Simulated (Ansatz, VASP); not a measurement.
**Two plane-wave programs on Si2Ni**

```
Si Ni
1.0
     0.00000    2.69570    2.69570
     2.69570    0.00000    2.69570
     2.69570    2.69570    0.00000
Si Ni
2 1
Direct
  0.29637 0.20363 0.20363
  0.79637 0.70363 0.70363
  0.00000 0.00000 0.00000
```

Change from the starting cell: all Si atoms moved -0.250 Å, as atom 1 along Cartesian [1 0 0].

Alike in both runs: task single point; functional PBEsol; k mesh 16 × 16 × 16; occupations gaussian, width 0.15 eV; no spin polarisation.

```csv
,VASP,Ansatz
version,VASP 6.6.1,Ansatz 0.2.0
potentials or method,"VASP PAW PBE potentials, release 64 (Si, Ni), cutoff 520 eV","scalar-relativistic, plane waves, PAW"
valence electrons in the cell,18,26
```

```csv
,VASP,Ansatz,Ansatz less VASP
gap on the k mesh at the Fermi level (eV),none,none,-
pressure (GPa),4.4,4.2,-0.14
"traceless stress, the component that is largest in VASP (GPa)",-2.67,-2.62,+0.047
rms of the force components (eV/Å),1.035,1.031,-0.0036
```

VASP's potentials were made for PBE, not for PBEsol. Atom by atom the forces differ by 0.004 eV/Å (rms over components). A gap of «none» marks a metal or a gap that the smearing closes. VASP's potentials hold 18 valence electrons a cell and Ansatz's 26, so a difference there can come from the potentials and not from the codes.
